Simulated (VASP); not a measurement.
Set up this calculation in VASP 6.6.1, as the native input.

| Quantity | Value |
| --- | --- |
| Task | single point |
| Functional | PBE |
| Potentials or basis | VASP PAW PBE potentials, release 64 (Sr_sv, Hf_pv, Sn_d) |
| Cutoff | 520 eV |
| k mesh | 3 × 3 × 3 |
| Occupations | gaussian, width 0.1 eV |
| Spin | no spin polarisation |
| Dipole correction | no |
| Further INCAR settings | ALGO = Fast; EDIFF = 1e-07; NBANDS = 73 |

The structure of SrHfSn3 lies in POSCAR:

```
SrHfSn3
1.0
    4.4686255112      2.5799621418      4.8024655491
   -4.4686255112      2.5799621418      4.8024655491
    0.0000000000     -5.1599242837      4.8024655491
Sr Hf Sn
2 2 6
Direct
    0.7500000000      0.7500000000      0.7500000000
    0.2500000000      0.2500000000      0.2500000000
    0.5000000000      0.5000000000      0.5000000000
    0.0000000000      0.0000000000      0.0000000000
    0.2498788836      0.2501211164      0.7500000000
    0.2501211164      0.7500000000      0.2498788836
    0.7501211164      0.7498788836      0.2500000000
    0.2500000000      0.7501211164      0.7498788836
    0.7498788836      0.2500000000      0.7501211164
    0.7500000000      0.2498788836      0.2501211164
```

One way to write it, as run:

INCAR

```
SYSTEM = SrHfSn3
ALGO = Fast
EDIFF = 1E-7
ENCUT = 520
GGA = PE
ISIF = 2
ISMEAR = 0
LASPH = .True.
LCHARG = .False.
LREAL = .False.
LWAVE = .False.
NBANDS = 73
NELM = 80
PREC = Accurate
SIGMA = 0.1
```

KPOINTS

```
k-points
0
Gamma
  3 3 3
  0 0 0
```

Potentials or basis: VASP PAW PBE potentials, release 64 (Sr_sv, Hf_pv, Sn_d).

Run with:

```console
$ cat potpaw_PBE.64/Sr_sv/POTCAR potpaw_PBE.64/Hf_pv/POTCAR potpaw_PBE.64/Sn_d/POTCAR > POTCAR
$ mpirun -np 1 vasp_std > vasp.out
```

It gave:

The pressure is 0.2 GPa and the band gap on the k mesh is zero (bands 62 and 63 overlap by 0.19 eV).

Caveat: spin-orbit coupling is left out, which moves the levels of the heavy elements.

Wall time 23 min on 1 thread of Oxide Virtual Turin-like Processor, on a shared host, peak memory 0.46 GiB.
